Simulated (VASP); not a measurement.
Write the native input for VASP 6.6.1 that does the following.

- Task: single point
- Functional: PBE
- Potentials or basis: VASP PAW PBE potentials, release 64 (Ca_sv, Se)
- Cutoff: 520 eV
- k mesh: 8 × 8 × 8
- Occupations: fermi-dirac, width 0.02 eV
- Spin: no spin polarisation
- Dipole correction: no
- Further INCAR settings: ALGO = Normal; EDIFF = 1e-07; NBANDS = 15

The structure of CaSe lies in POSCAR:

```
CaSe
1.0
    3.6347849189      0.0000000000      0.0000000000
    0.0000000000      3.6347849189      0.0000000000
    0.0000000000      0.0000000000      3.4584978503
Ca Se
1 1
Direct
    0.0000000000      0.0000000000      0.0000000000
    0.5000000000      0.5000000000      0.5000000000
```

This cell differs from its parent crystal: uniaxial z strain -4.8%.

These files were run (other wordings do the same):

INCAR

```
SYSTEM = CaSe
PREC = Accurate ; ENCUT = 520
EDIFF = 1E-7 ; ISMEAR = -1
SIGMA = 0.02 ; LREAL = .FALSE.
LASPH = .TRUE. ; NELM = 100
ALGO = Normal ; ISIF = 2
LWAVE = .FALSE. ; LCHARG = .FALSE.
GGA = PE ; NBANDS = 15
```

KPOINTS

```
Automatic mesh
0
G
  8 8 8
  0 0 0
```

Potentials or basis: VASP PAW PBE potentials, release 64 (Ca_sv, Se).

Launch:

```sh
$ cat potpaw_PBE.64/Ca_sv/POTCAR potpaw_PBE.64/Se/POTCAR > POTCAR
$ mpirun -np 1 vasp_std > vasp.out
```

Results of the run:

The pressure is 3.8 GPa and the band gap on the k mesh is 0.17 eV.

Caveat: the cell differs from its parent crystal (uniaxial z strain -4.8%); the cell stands under pressure.

Wall time 20 s on 1 thread of Intel(R) Xeon(R) 6975P-C (Granite Rapids), with other jobs on the host, peak memory 0.18 GiB.
